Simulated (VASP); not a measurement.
Input of a VASP 6.6.1 run:

POSCAR

```
HgTe
1.0
    0.0000000000      3.1488795465      3.1488795465
    3.1488795465      0.0000000000      3.1488795465
    3.1488795465      3.1488795465      0.0000000000
Hg Te
1 1
Direct
    0.0000000000      0.0000000000      0.0000000000
    0.7500000000      0.7500000000      0.7500000000
```

File INCAR.step1:

```
SYSTEM = HgTe
PREC = Accurate
ENCUT = 520
ISMEAR = -1
SIGMA = 0.05
LREAL = .FALSE.
LASPH = .TRUE.
NELM = 100
NBANDS = 16
GGA = PE
ALGO = Normal
EDIFF = 1E-4
LWAVE = .TRUE.
LCHARG = .FALSE.
```

Contents of INCAR.step2:

```
SYSTEM = HgTe
PREC = Accurate
ENCUT = 520
EDIFF = 1E-7
ISMEAR = -1
SIGMA = 0.05
LREAL = .FALSE.
LASPH = .TRUE.
NELM = 100
ALGO = Normal
ISIF = 2
LWAVE = .FALSE.
LCHARG = .TRUE.
METAGGA = R2SCAN
LMIXTAU = .TRUE.
IVDW = 13
VDW_S6 = 1.0
VDW_S8 = 0.6018749
VDW_A1 = 0.51559235
VDW_A2 = 5.77342911
LELF = .TRUE.
LVHAR = .TRUE.
NBANDS = 16
ISTART = 1
```

KPOINTS

```
regular mesh
0
G
  7 7 7
  0 0 0
```

Potentials or basis: VASP PAW PBE potentials, release 64 (Hg, Te).

Run with:

```sh
$ cat potpaw_PBE.64/Hg/POTCAR potpaw_PBE.64/Te/POTCAR > POTCAR
$ cp INCAR.step1 INCAR
$ mpirun -np 1 vasp_std > vasp.out
$ cp INCAR.step2 INCAR
$ mpirun -np 1 vasp_std > vasp.out
```

Question: Predict the band gap on the k mesh.

Answer: Zero (filled and empty bands touch).

Question: What does it give for the dispersion energy per atom?

Answer: -0.145 eV.

Question: What does it give for the pressure?

Answer: 6.6 GPa.

Caveat: the PAW data sets were made with another functional, which shifts forces and pressure a little; spin-orbit coupling is left out, which moves the levels of the heavy elements; pairwise dispersion overbinds metals, which lowers pressure and volume.
